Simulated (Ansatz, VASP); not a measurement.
## GaAs: VASP beside Ansatz

```
Ga As
1.0
     0.00000    2.80154    2.80154
     2.80154    0.00000    2.80154
     2.80154    2.80154    0.00000
Ga As
1 1
Direct
  0.00000 0.00000 0.00000
  0.75000 0.75000 0.75000
```

Alike in both runs: functional LDA; k mesh 10 × 10 × 10; occupations gaussian, width 0.02 eV; no spin polarisation.

Ansatz relaxed the structure, and its values are those at the end. VASP's run is a single point on that final structure, the one shown.

|  | VASP | Ansatz |
| --- | --- | --- |
| version | VASP 6.6.1 | Ansatz 0.2.0 |
| potentials or method | VASP PAW LDA potentials, release 64 (Ga_d, As), cutoff 520 eV | scalar-relativistic, plane waves, PAW |
| valence electrons in the cell | 18 | 28 |

```tsv
	VASP	Ansatz	Ansatz less VASP
gap on the k mesh at the Fermi level (eV)	0.54	0.49	-0.045
least direct gap on the mesh (eV)	0.54	0.49	-0.045
pressure (GPa)	0.3	0.0	-0.32
```

Ansatz warns that its potentials were made for another functional, while VASP's fit it. LDA's correlation is that of Perdew and Zunger in VASP and of Perdew and Wang (1992) in Ansatz. VASP's potentials hold 18 valence electrons a cell and Ansatz's 28, so a difference there can come from the potentials and not from the codes.
